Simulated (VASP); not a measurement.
# InSe2 (P4/nmm) in VASP: a series of runs

InSe2 is run at these levels: PBEsol; tasks: single point.

All numbers are computed with VASP 6.6.1; they aren't measurements. Logs are shortened: lines on timing, memory, paths and dates and some standing lists are left out, and cuts for length are marked.

## Step 1: The cell of the first run

Symmetry: P4/nmm, No. 129, tetragonal system. The conventional cell has a = 3.833 Å, b = 3.833 Å, c = 10.088 Å, α = 90.00°, β = 90.00°, γ = 90.00°. In (site symmetry 4mm) has 9 Se at 2.81 to 3.54 Å within 3.7 Å. Se (site symmetry 4mm) has 5 In at 2.81 to 3.41 Å within 3.7 Å. Se (site symmetry -4m2) has 4 Se at 2.71 Å and 4 In at 3.54 Å within 3.6 Å.

## Step 2: Single point, PBEsol (strain +0.000 along x and y, +0.080 along z)

INCAR

```
PREC = Accurate
ENCUT = 520
EDIFF = 1E-6
ISMEAR = 0
SIGMA = 0.15
LREAL = F
LASPH = T
NELM = 100
ALGO = Normal
ISIF = 2
LWAVE = F
LCHARG = F
GGA = PS
NBANDS = 34
```

KPOINTS

```
Automatic mesh
0
Gamma
  12 12 6
```

POSCAR

```
InSe2
1.0
    3.8327851473      0.0000000000      0.0000000000
    0.0000000000      3.8327851473      0.0000000000
    0.0000000000      0.0000000000     10.0877542551
In Se
2 4
Direct
    0.0000000000      0.5000000000      0.7051148767
    0.5000000000      0.0000000000      0.2948851233
    0.0000000000      0.5000000000      0.3669879178
    0.5000000000      0.0000000000      0.6330120822
    0.0000000000      0.0000000000      0.0000000000
    0.5000000000      0.5000000000      0.0000000000
```

Potentials or basis: VASP PAW PBE potentials, release 64 (In_d, Se).

Command:

```sh
cat potpaw_PBE.64/In_d/POTCAR potpaw_PBE.64/Se/POTCAR > POTCAR
mpirun -np 1 vasp_std > vasp.out
```

OUTCAR:

```text
PREC = Accurate
   ENCUT = 520
   EDIFF = 1E-6
   ISMEAR = 0
   LREAL = F
   LASPH = T
   NELM = 100
   ISIF = 2
   GGA = PS

 ion  position               nearest neighbor table
   1  0.000  0.500  0.705-   4 2.81   4 2.81   4 2.81   4 2.81
   2  0.500  0.000  0.295-   3 2.81   3 2.81   3 2.81   3 2.81
   3  0.000  0.500  0.367-   2 2.81   2 2.81   2 2.81   2 2.81
   4  0.500  0.000  0.633-   1 2.81   1 2.81   1 2.81   1 2.81
   5  0.000  0.000  0.000-   6 2.71   6 2.71   6 2.71   6 2.71
   6  0.500  0.500  0.000-   5 2.71   5 2.71   5 2.71   5 2.71

  LATTYP: Found a simple tetragonal cell.
 ALAT       =     3.8327851473
 C/A-ratio  =     2.6319644508

  Lattice vectors:

 A1 = (   3.8327851473,   0.0000000000,   0.0000000000)
 A2 = (   0.0000000000,   3.8327851473,   0.0000000000)
 A3 = (   0.0000000000,   0.0000000000,  10.0877542551)

Analysis of symmetry for initial positions (statically):
=====================================================================
 Subroutine PRICEL returns:
 Original cell was already a primitive cell.

 Routine SETGRP: Setting up the symmetry group for a
 simple tetragonal supercell.

 Subroutine GETGRP returns: Found 16 space group operations
 (whereof  8 operations were pure point group operations)
 out of a pool of 16 trial point group operations.

The static configuration has the point symmetry D_2d.
 The point group associated with its full space group is D_4h.

Analysis of symmetry for dynamics (positions and initial velocities):
=====================================================================
 Subroutine PRICEL returns:
 Original cell was already a primitive cell.

 Routine SETGRP: Setting up the symmetry group for a
 simple tetragonal supercell.

 Subroutine GETGRP returns: Found 16 space group operations
 (whereof  8 operations were pure point group operations)
 out of a pool of 16 trial point group operations.

The dynamic configuration has the point symmetry D_2d.
 The point group associated with its full space group is D_4h.

 Subroutine INISYM returns: Found 16 space group operations
 (whereof  8 operations are pure point group operations),
 and found     1 'primitive' translations

----------------------------------------------------------------------------------------

                                     Primitive cell

  volume of cell :     148.1916

  direct lattice vectors                    reciprocal lattice vectors
     3.832785147  0.000000000  0.000000000     0.260906876  0.000000000  0.000000000
     0.000000000  3.832785147  0.000000000     0.000000000  0.260906876  0.000000000
     0.000000000  0.000000000 10.087754255     0.000000000  0.000000000  0.099130091

  length of vectors
     3.832785147  3.832785147 10.087754255     0.260906876  0.260906876  0.099130091

  position of ions in fractional coordinates (direct lattice)
     0.000000000  0.500000000  0.705114877
     0.500000000  0.000000000  0.294885123
     0.000000000  0.500000000  0.366987918
     0.500000000  0.000000000  0.633012082
     0.000000000  0.000000000  0.000000000
     0.500000000  0.500000000  0.000000000

  ion indices of the primitive-cell ions
   primitive index   ion index
                 1           1
                 2           2
                 3           3
                 4           4
                 5           5
                 6           6

----------------------------------------------------------------------------------------

 KPOINTS: Automatic mesh

Automatic generation of k-mesh.
 Grid dimensions read from file:
 generate k-points for:   12   12    6

 Generating k-lattice:

  Cartesian coordinates                     Fractional coordinates (reciprocal lattice)
     0.021742240  0.000000000  0.000000000     0.083333333  0.000000000  0.000000000
     0.000000000  0.021742240  0.000000000     0.000000000  0.083333333  0.000000000
     0.000000000  0.000000000  0.016521682     0.000000000  0.000000000  0.166666667

  Length of vectors
     0.021742240  0.021742240  0.016521682

  Shift w.r.t. Gamma in fractional coordinates (k-lattice)
     0.000000000  0.000000000  0.000000000

 Subroutine IBZKPT returns following result:
 ===========================================

 Found    112 irreducible k-points:

 Following reciprocal coordinates:
            Coordinates               Weight
  0.000000  0.000000  0.000000      1.000000
  0.083333  0.000000  0.000000      4.000000
  0.166667  0.000000  0.000000      4.000000
  0.250000  0.000000  0.000000      4.000000
  0.333333  0.000000  0.000000      4.000000
  0.416667  0.000000  0.000000      4.000000
[... 16 lines left out ...]
  0.333333  0.333333  0.000000      4.000000
  0.416667  0.333333  0.000000      8.000000
 [... further k-points ...]
   k-points           NKPTS =    112   k-points in BZ     NKDIM =    112   number of bands    NBANDS=     34
   number of dos      NEDOS =    301   number of ions     NIONS =      6
   total plane-waves  NPLWV =  72000
   dimension x,y,z NGX =    30 NGY =   30 NGZ =   80
   dimension x,y,z NGXF=    60 NGYF=   60 NGZF=  160
   ions per type =               2   4
   NGX,Y,Z   is equivalent  to a cutoff of  13.01, 13.01, 13.18 a.u.
   NGXF,Y,Z  is equivalent  to a cutoff of  26.02, 26.02, 26.37 a.u.
 SYSTEM =  unknown system
   PREC   = accura    normal or accurate (medium, high low for compatibility)
   ISTART =      0    job   : 0-new  1-cont  2-samecut
   ICHARG =      2    charge: 1-file 2-atom 10-const
   ISPIN  =      1    spin polarized calculation?
   LNONCOLLINEAR =      F non collinear calculations
   LSORBIT =      F    spin-orbit coupling
   LASPH  =      T    aspherical Exc in radial PAW
   ENCUT  =  520.0 eV  38.22 Ry    6.18 a.u.   7.13  7.13 18.76*2*pi/ulx,y,z
   NELM   =    100;   NELMIN=  2; NELMDL= -5     # of ELM steps
   EDIFF  = 0.1E-05   stopping-criterion for ELM
   LREAL  =      F    real-space projection
   EDIFFG = 0.1E-04   stopping-criterion for IOM
   NSW    =      0    number of steps for IOM
   IBRION =     -1    ionic relax: 0-MD 1-quasi-New 2-CG
   NFREE  =      0    steps in history (QN), initial steepest desc. (CG)
   ISIF   =      2    stress and relaxation
   ISYM   =      2    0-nonsym 1-usesym 2-fastsym
   POTIM  = 0.5000    time-step for ionic-motion
   TEBEG  =    0.0;   TEEND  =   0.0 temperature during run
   PSTRESS=    0.0 pullay stress
   NELECT =      50.0000    total number of electrons
   NUPDOWN=      -1.0000    fix difference up-down
   EMIN   =  10.00;   EMAX   =-10.00  energy-range for DOS
   EFERMI =   0.00;   METHOD = LEGACY
   ISMEAR =     0;   SIGMA  =   0.15  broadening in eV -4-tet -1-fermi 0-gaus
   EFERMI_NEDOS =   21; number of points for ismear=-14 and -15
   IALGO  =     38    algorithm
   IMIX   =      4    mixing-type and parameters
     AMIX     =   0.40;   BMIX     =  1.00
     AMIX_MAG =   1.60;   BMIX_MAG =  1.00
  volume/ion in A,a.u.               =      24.70       166.67
  Fermi-wavevector in a.u.,A,eV,Ry     =   1.139699  2.153720 17.672810  1.298915
  Thomas-Fermi vector in A             =   2.276403
   LORBIT       =      0    0 simple, 1 ext, 2 COOP (PROOUT), +10 PAW based schemes
   GGA     = PS    functional components
   LHFCALC =     F    Hartree Fock is set to
   AEXX    =    0.0000 exact exchange contribution
   IVDW    =     0    specifies the selected vdW correction
   LEPSILON=     F    determine dielectric tensor
   LRPA    =     F    only Hartree local field effects (RPA)
 non-spin polarized calculation
 Gauss-broadening in eV      SIGMA  =   0.15
  energy-cutoff  :      520.00
  volume of cell :      148.19
 maximum number of plane-waves:      4024
 NGX is ok and might be reduce to    30
   NGX = 15   NGY = 15   NGZ = 37

 number of electron      49.9999989 magnetization

 Free energy of the ion-electron system (eV)
  ---------------------------------------------------
  ext. energy  EPLUGINS =         0.00000000
  ---------------------------------------------------
  free energy    TOTEN  =       -22.63506856 eV

  energy without entropy =      -22.61672400  energy(sigma->0) =      -22.62589628

 E-fermi :   4.8117     XC(G=0):  -9.9457

 val. band max:        4.7971289998   @ k =   0.1667   0.0000   0.3333
 cond. band min:       4.8245180023   @ k =   0.3333   0.0000   0.5000
 fundamental gap:      0.0273890026
 Fermi energy:         4.8116924914

 k-point     1 :       0.0000    0.0000    0.0000
  band No.  band energies     occupation
      1     -10.4587      2.00000
      2      -9.8380      2.00000
      3      -9.8065      2.00000
      4      -9.6036      2.00000
      5      -9.6016      2.00000
      6      -9.5609      2.00000
[... 26 lines left out ...]
     33      10.9667      0.00000
     34      11.2650      0.00000

 k-point     2 :       0.0833    0.0000    0.0000
  band No.  band energies     occupation
      1     -10.4008      2.00000
      2      -9.8265      2.00000
      3      -9.7920      2.00000
      4      -9.5990      2.00000
      5      -9.5969      2.00000
      6      -9.5644      2.00000
[... 26 lines left out ...]
     33      10.8053      0.00000
     34      11.1579      0.00000

 k-point     3 :       0.1667    0.0000    0.0000
  band No.  band energies     occupation
      1     -10.2294      2.00000
      2      -9.7961      2.00000
      3      -9.7530      2.00000
      4      -9.5896      2.00000
      5      -9.5878      2.00000
      6      -9.5714      2.00000
[... 26 lines left out ...]
     33      10.4567      0.00000
     34      10.7705      0.00000

 k-point     4 :       0.2500    0.0000    0.0000
  band No.  band energies     occupation
      1      -9.9584      2.00000
      2      -9.7572      2.00000
      3      -9.6936      2.00000
      4      -9.6029      2.00000
      5      -9.5967      2.00000
      6      -9.5714      2.00000
[... 26 lines left out ...]
     33      10.3048      0.00000
     34      10.8238      0.00000

 k-point     5 :       0.3333    0.0000    0.0000
  band No.  band energies     occupation
      1      -9.7324      2.00000
      2      -9.7214      2.00000
      3      -9.6229      2.00000
      4      -9.6116      2.00000
      5      -9.5869      2.00000
      6      -9.5859      2.00000
[... 621 lines left out ...]
 k-point    22 :       0.5000    0.2500    0.0000
  band No.  band energies     occupation
      1      -9.8543      2.00000
      2      -9.8543      2.00000
      3      -9.6115      2.00000
      4      -9.6115      2.00000
      5      -9.5972      2.00000
      6      -9.5972      2.00000
[... 26 lines left out ...]
     33      10.5687      0.00000
     34      10.5687      0.00000

 k-point    23 :       0.3333    0.3333    0.0000
  band No.  band energies     occupation
      1      -9.8766      2.00000
      2      -9.8762      2.00000
      3      -9.6155      2.00000
      4      -9.5978      2.00000
      5      -9.5963      2.00000
      6      -9.5835      2.00000
[... 26 lines left out ...]
     33      10.5733      0.00000
     34      11.3718      0.00000

 k-point    24 :       0.4167    0.3333    0.0000
  band No.  band energies     occupation
      1      -9.9161      2.00000
      2      -9.9154      2.00000
      3      -9.6117      2.00000
      4      -9.6051      2.00000
      5      -9.5921      2.00000
      6      -9.5873      2.00000
[... 26 lines left out ...]
     33      10.7162      0.00000
     34      11.2085      0.00000

 [... further k-points ...]
[... 5 lines left out ...]
  --------------------------------------------------------------------------------------
  -------------------------------------------------------------------------------------
  Total       -1.3339162     -1.3339162     -3.2234341      0.0000000     -0.0000000      0.0000000
  in kB      -14.4216740    -14.4216740    -34.8502531      0.0000000     -0.0000000      0.0000000
  external PRESSURE =     -21.2312004 kB  Pullay stress =       0.0000000 kB

 VOLUME and BASIS-vectors are now :
 -----------------------------------------------------------------------------
  energy-cutoff  :      520.00
  volume of cell :      148.19
      direct lattice vectors                 reciprocal lattice vectors
     3.832785147  0.000000000  0.000000000     0.260906876  0.000000000  0.000000000
     0.000000000  3.832785147  0.000000000     0.000000000  0.260906876  0.000000000
     0.000000000  0.000000000 10.087754255     0.000000000  0.000000000  0.099130091

 POSITION                                       TOTAL-FORCE (eV/Angst)
 -----------------------------------------------------------------------------------
      0.00000      1.91639      7.11303        -0.000000     -0.000000      0.048976
      1.91639      0.00000      2.97473         0.000000      0.000000     -0.048976
      0.00000      1.91639      3.70208         0.000000     -0.000000     -0.132111
      1.91639      0.00000      6.38567         0.000000      0.000000      0.132111
      0.00000      0.00000      0.00000         0.000000      0.000000      0.000000
      1.91639      1.91639      0.00000         0.000000     -0.000000      0.000000
 -----------------------------------------------------------------------------------
    total drift:                                0.000000      0.000000     -0.000000

  FREE ENERGIE OF THE ION-ELECTRON SYSTEM (eV)
  ---------------------------------------------------
  free  energy   TOTEN  =       -22.6350685581 eV

  energy  without entropy=      -22.6167239995  energy(sigma->0) =      -22.62589628
```

Run time: 11 min. Hardware: 1 thread of Intel Xeon Platinum 8375C at 2.90GHz (Ice Lake), shared host; peak memory 0.57 GiB.

What came out:

```
Free energy            : -22.6351 eV
Pressure               : -2.1 GPa
Largest force          : 0.132 eV/Å
Band gap on the k mesh : zero (band 25 reaches 5.58 eV, above the bottom of band 26 at 3.38 eV)
```

Forces on the atoms (eV/Å):
```
In   0.000  0.000  0.049
In   0.000  0.000 -0.049
Se   0.000  0.000 -0.132
Se   0.000  0.000  0.132
Se   0.000  0.000  0.000
Se   0.000  0.000  0.000
```

Levels at points of the mesh, in eV from the Fermi level:
```
           k point  band 23  band 24  band 25  band 26  band 27  band 28
(0.00, 0.00, 0.00)    -1.77    -1.77     0.48     0.48     3.11     3.20
(0.50, 0.00, 0.00)    -1.24    -1.24    -0.91    -0.91     1.53     1.53
(0.50, 0.50, 0.00)    -1.57    -1.57    -1.20    -1.20     2.57     2.57
(0.00, 0.00, 0.50)    -1.74    -1.41     0.47     0.48     1.87     3.20
(0.50, 0.00, 0.50)    -1.17    -1.17    -0.91    -0.91     0.98     0.98
(0.50, 0.50, 0.50)    -1.71    -1.71    -1.43    -1.43     3.18     3.18
```

Caveat: the cell differs from its parent crystal (strain +0.000 along x and y, +0.080 along z); the PAW data sets were made with another functional, which shifts forces and pressure a little; spin-orbit coupling is left out, which moves the levels of the heavy elements.

(Part 1 of 3 ends here.)
